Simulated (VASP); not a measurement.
# SiC (P1) in VASP: a series of runs, part 2 of 3

VASP 6.6.1.

### 4 Single point, r2SCAN (atom 3 (C) moved by (+0.100, +0.200) A along [1 1 0] and z)

File POSCAR:

```
SiC
1.0
    3.0751950076      0.0000000000      0.0000000000
   -1.5375975038      2.6631969982      0.0000000000
    0.0000000000      0.0000000000      5.0481668526
Si C
2 2
Direct
    0.3333333333      0.6666666667      0.0046028828
    0.6666666667      0.3333333333      0.5046028828
    0.3696027429      0.6932177172      0.4200154590
    0.6666666667      0.3333333333      0.8803971172
```

File INCAR.step1:

```
  ALGO = Normal
  EDIFF = 1E-4
  ENCUT = 520
  GGA = PE
  ISMEAR = 0
  LASPH = True
  LCHARG = False
  LREAL = False
  LWAVE = True
  NBANDS = 16
  NELM = 100
  PREC = Accurate
  SIGMA = 0.05
```

File INCAR.step2:

```
  ALGO = Normal
  EDIFF = 1E-6
  ENCUT = 520
  ISIF = 2
  ISMEAR = 0
  ISTART = 1
  LASPH = True
  LCHARG = False
  LMIXTAU = True
  LREAL = False
  LWAVE = False
  METAGGA = R2SCAN
  NBANDS = 16
  NELM = 100
  PREC = Accurate
  SIGMA = 0.05
```

File KPOINTS:

```
k-points
0
Gamma
  12 12 6
```

Potentials or basis: VASP PAW PBE potentials, release 64 (Si, C).

Run with:

```bash
cat potpaw_PBE.64/Si/POTCAR potpaw_PBE.64/C/POTCAR > POTCAR
cp INCAR.step1 INCAR
mpirun -np 1 vasp_std > vasp.out
cp INCAR.step2 INCAR
mpirun -np 1 vasp_std > vasp.out
```

OUTCAR:

```text
EDIFF = 1E-6
   ENCUT = 520
   ISIF = 2
   ISMEAR = 0
   ISTART = 1
   LASPH = True
   LREAL = False
   METAGGA = R2SCAN
   NELM = 100
   PREC = Accurate

 ion  position               nearest neighbor table
   1  0.333  0.667  0.005-   4 1.88   4 1.88   4 1.88   3 2.10   2 3.09   2 3.09   2 3.09   2 3.09
                             2 3.09   2 3.09
   2  0.667  0.333  0.505-   3 1.76   3 1.80   4 1.90   3 1.92   1 3.09   1 3.09   1 3.09   1 3.09
                             1 3.09   1 3.09
   3  0.370  0.693  0.420-   2 1.76   2 1.80   2 1.92   1 2.10
   4  0.667  0.333  0.880-   1 1.88   1 1.88   1 1.88   2 1.90

  LATTYP: Found a hexagonal cell.
 ALAT       =     3.0751950076
 C/A-ratio  =     1.6415761733

  Lattice vectors:

 A1 = (   3.0751950076,   0.0000000000,   0.0000000000)
 A2 = (  -1.5375975038,   2.6631969982,   0.0000000000)
 A3 = (   0.0000000000,   0.0000000000,   5.0481668526)

Analysis of symmetry for initial positions (statically):
=====================================================================
 Subroutine PRICEL returns:
 Original cell was already a primitive cell.

 Routine SETGRP: Setting up the symmetry group for a
 hexagonal supercell.

 Subroutine GETGRP returns: Found  1 space group operations
 (whereof  1 operations were pure point group operations)
 out of a pool of 24 trial point group operations.

The static configuration has the point symmetry C_1 .

Analysis of symmetry for dynamics (positions and initial velocities):
=====================================================================
 Subroutine PRICEL returns:
 Original cell was already a primitive cell.

 Routine SETGRP: Setting up the symmetry group for a
 hexagonal supercell.

 Subroutine GETGRP returns: Found  1 space group operations
 (whereof  1 operations were pure point group operations)
 out of a pool of 24 trial point group operations.

The dynamic configuration has the point symmetry C_1 .

 Subroutine INISYM returns: Found  1 space group operations
 (whereof  1 operations are pure point group operations),
 and found     1 'primitive' translations

----------------------------------------------------------------------------------------

                                     Primitive cell

  volume of cell :      41.3437

  direct lattice vectors                    reciprocal lattice vectors
     3.075195008  0.000000000  0.000000000     0.325182630  0.187744279  0.000000000
    -1.537597504  2.663196998  0.000000000     0.000000000  0.375488558  0.000000000
     0.000000000  0.000000000  5.048166853     0.000000000  0.000000000  0.198091709

  length of vectors
     3.075195008  3.075195008  5.048166853     0.375488558  0.375488558  0.198091709

  position of ions in fractional coordinates (direct lattice)
     0.333333333  0.666666667  0.004602883
     0.666666667  0.333333333  0.504602883
     0.369602743  0.693217717  0.420015459
     0.666666667  0.333333333  0.880397117

  ion indices of the primitive-cell ions
   primitive index   ion index
                 1           1
                 2           2
                 3           3
                 4           4

----------------------------------------------------------------------------------------

 KPOINTS: k-points

Automatic generation of k-mesh.
 Grid dimensions read from file:
 generate k-points for:   12   12    6

 Generating k-lattice:

  Cartesian coordinates                     Fractional coordinates (reciprocal lattice)
     0.027098552  0.015645357  0.000000000     0.083333333 -0.000000000  0.000000000
     0.000000000  0.031290713  0.000000000     0.000000000  0.083333333  0.000000000
     0.000000000  0.000000000  0.033015285     0.000000000  0.000000000  0.166666667

  Length of vectors
     0.031290713  0.031290713  0.033015285

  Shift w.r.t. Gamma in fractional coordinates (k-lattice)
     0.000000000  0.000000000  0.000000000

 Subroutine IBZKPT returns following result:
 ===========================================

 Found    436 irreducible k-points:

 Following reciprocal coordinates:
            Coordinates               Weight
  0.000000  0.000000  0.000000      1.000000
  0.083333  0.000000  0.000000      2.000000
  0.000000  0.083333  0.000000      2.000000
 -0.083333  0.083333  0.000000      2.000000
  0.166667  0.000000  0.000000      2.000000
  0.000000  0.166667  0.000000      2.000000
[... 16 lines left out ...]
  0.166667  0.083333  0.000000      2.000000
 -0.083333  0.250000  0.000000      2.000000
 [... further k-points ...]
   k-points           NKPTS =    436   k-points in BZ     NKDIM =    436   number of bands    NBANDS=     16
   number of dos      NEDOS =    301   number of ions     NIONS =      4
   total plane-waves  NPLWV =  23040
   dimension x,y,z NGX =    24 NGY =   24 NGZ =   40
   dimension x,y,z NGXF=    48 NGYF=   48 NGZF=   80
   ions per type =               2   2
   NGX,Y,Z   is equivalent  to a cutoff of  12.97, 12.97, 13.17 a.u.
   NGXF,Y,Z  is equivalent  to a cutoff of  25.95, 25.95, 26.35 a.u.
 SYSTEM =  unknown system
   PREC   = accura    normal or accurate (medium, high low for compatibility)
   ISTART =      1    job   : 0-new  1-cont  2-samecut
   ICHARG =      0    charge: 1-file 2-atom 10-const
   ISPIN  =      1    spin polarized calculation?
   LNONCOLLINEAR =      F non collinear calculations
   LSORBIT =      F    spin-orbit coupling
   LASPH  =      T    aspherical Exc in radial PAW
   ENCUT  =  520.0 eV  38.22 Ry    6.18 a.u.   5.72  5.72  9.39*2*pi/ulx,y,z
   NELM   =    100;   NELMIN=  2; NELMDL=  0     # of ELM steps
   EDIFF  = 0.1E-05   stopping-criterion for ELM
   LREAL  =      F    real-space projection
[... 7 lines left out ...]
   TEBEG  =    0.0;   TEEND  =   0.0 temperature during run
   PSTRESS=    0.0 pullay stress
   NELECT =      16.0000    total number of electrons
   NUPDOWN=      -1.0000    fix difference up-down
   EMIN   =  10.00;   EMAX   =-10.00  energy-range for DOS
   EFERMI =   0.00;   METHOD = LEGACY
   ISMEAR =     0;   SIGMA  =   0.05  broadening in eV -4-tet -1-fermi 0-gaus
   EFERMI_NEDOS =   21; number of points for ismear=-14 and -15
   IALGO  =     38    algorithm
   IMIX   =      4    mixing-type and parameters
     AMIX     =   0.40;   BMIX     =  1.00
     AMIX_MAG =   1.60;   BMIX_MAG =  1.00
  volume/ion in A,a.u.               =      10.34        69.75
  Fermi-wavevector in a.u.,A,eV,Ry     =   1.193012  2.254466 19.364879  1.423278
  Thomas-Fermi vector in A             =   2.329037
   LORBIT       =      0    0 simple, 1 ext, 2 COOP (PROOUT), +10 PAW based schemes
   METAGGA = R2SCAN    functional components
   LHFCALC =     F    Hartree Fock is set to
   AEXX    =    0.0000 exact exchange contribution
   IVDW    =     0    specifies the selected vdW correction
   LEPSILON=     F    determine dielectric tensor
   LRPA    =     F    only Hartree local field effects (RPA)
 non-spin polarized calculation
 Gauss-broadening in eV      SIGMA  =   0.05
  energy-cutoff  :      520.00
  volume of cell :       41.34
 maximum number of plane-waves:      1126
   NGX = 11   NGY = 11   NGZ = 19

 number of electron      16.0000000 magnetization

 Free energy of the ion-electron system (eV)
  ---------------------------------------------------
  ext. energy  EPLUGINS =         0.00000000
  ---------------------------------------------------
  free energy    TOTEN  =       -38.09845432 eV

  energy without entropy =      -38.09845432  energy(sigma->0) =      -38.09845432

 E-fermi :   8.8787     XC(G=0): -11.9307

 val. band max:        8.6027577639   @ k =   0.0000   0.0000   0.0000
 cond. band min:      11.1274782045   @ k =   0.3333   0.3333   0.0000
 fundamental gap:      2.5247204406
 Fermi energy:         8.8787492793

 k-point     1 :       0.0000    0.0000    0.0000
  band No.  band energies     occupation
      1      -8.2549      2.00000
      2      -4.6916      2.00000
      3      -0.5507      2.00000
      4       6.0999      2.00000
      5       6.8050      2.00000
      6       7.9020      2.00000
[... 8 lines left out ...]
     15      17.8838      0.00000
     16      20.1907      0.00000
[... 419 lines left out ...]
 k-point    24 :      -0.0833    0.2500    0.0000
  band No.  band energies     occupation
      1      -7.3863      2.00000
      2      -3.9833      2.00000
      3       0.2409      2.00000
      4       3.1940      2.00000
      5       5.0380      2.00000
      6       5.7723      2.00000
[... 8 lines left out ...]
     15      18.6120      0.00000
     16      19.2687      0.00000

 [... further k-points ...]
[... 5 lines left out ...]
  --------------------------------------------------------------------------------------
  -------------------------------------------------------------------------------------
  Total        0.3199824      2.5625225     -0.3786214     -0.9985563      0.3410883      0.1814707
  in kB       12.4001509     99.3044267    -14.6725653    -38.6966612     13.2180599      7.0324625
  external PRESSURE =      32.3440041 kB  Pullay stress =       0.0000000 kB

 VOLUME and BASIS-vectors are now :
 -----------------------------------------------------------------------------
  energy-cutoff  :      520.00
  volume of cell :       41.34
      direct lattice vectors                 reciprocal lattice vectors
     3.075195008  0.000000000  0.000000000     0.325182630  0.187744279  0.000000000
    -1.537597504  2.663196998  0.000000000     0.000000000  0.375488558  0.000000000
     0.000000000  0.000000000  5.048166853     0.000000000  0.000000000  0.198091709

 POSITION                                       TOTAL-FORCE (eV/Angst)
 -----------------------------------------------------------------------------------
     -0.00000      1.77546      0.02324         0.176324      0.180486      0.729250
      1.53760      0.88773      2.54732         1.351899      1.756354      1.807957
      0.07071      1.84618      2.12031        -1.541308     -1.956180     -3.878545
      1.53760      0.88773      4.44439         0.013085      0.019340      1.341338
 -----------------------------------------------------------------------------------
    total drift:                                0.000043      0.000036     -0.000145

  FREE ENERGIE OF THE ION-ELECTRON SYSTEM (eV)
  ---------------------------------------------------
  free  energy   TOTEN  =       -38.0984543175 eV

  energy  without entropy=      -38.0984543175  energy(sigma->0) =      -38.09845432
```

Wall time 22 min (1 thread of Oxide Virtual Turin-like, shared host); peak memory 0.31 GiB.

What came out:

- Free energy: -38.0985 eV
- Pressure: 3.2 GPa
- Largest force: 4.609 eV/Å
- Band gap on the k mesh: 2.52 eV (least direct gap 4.56 eV)

Forces on the atoms (eV/Å):
```
Si   0.176  0.180  0.729
Si   1.352  1.756  1.808
C   -1.541 -1.956 -3.879
C    0.013  0.019  1.341
```

Levels at points of the mesh, in eV from the valence-band top:
```csv
k point,band 4,band 5,band 6,band 7,band 8,band 9,band 10,band 11,band 12,band 13
"(0.00, 0.00, 0.00)",-2.50,-1.80,-0.70,-0.60,0.00,4.92,5.82,6.68,6.74,7.78
"(0.50, 0.00, 0.00)",-6.94,-5.90,-4.33,-3.17,-2.06,2.59,4.06,6.64,7.57,9.36
"(0.00, 0.50, 0.00)",-7.36,-5.66,-4.03,-3.63,-1.86,2.70,4.61,6.95,7.58,8.93
"(0.50, 0.50, 0.00)",-7.25,-5.73,-4.08,-3.50,-1.92,2.67,4.45,6.80,7.56,9.10
"(0.00, 0.00, 0.50)",-4.57,-2.22,-1.36,-1.11,-1.06,5.66,6.16,6.87,7.36,7.46
"(0.50, 0.00, 0.50)",-8.79,-3.82,-2.93,-2.89,-2.39,3.21,3.42,4.74,5.38,10.22
"(0.00, 0.50, 0.50)",-8.91,-3.40,-2.86,-2.76,-2.21,3.15,3.22,4.73,5.18,10.29
"(0.50, 0.50, 0.50)",-8.89,-3.50,-2.90,-2.78,-2.24,3.18,3.24,4.71,5.21,10.27
```

Caveat: the cell differs from its parent crystal (atom 3 (C) moved by (+0.100, +0.200) A along [1 1 0] and z); the stress differs along the axes, from -1 to 10 GPa; the PAW data sets were made with another functional, which shifts forces and pressure a little.

(Part 2 of 3 ends here.)
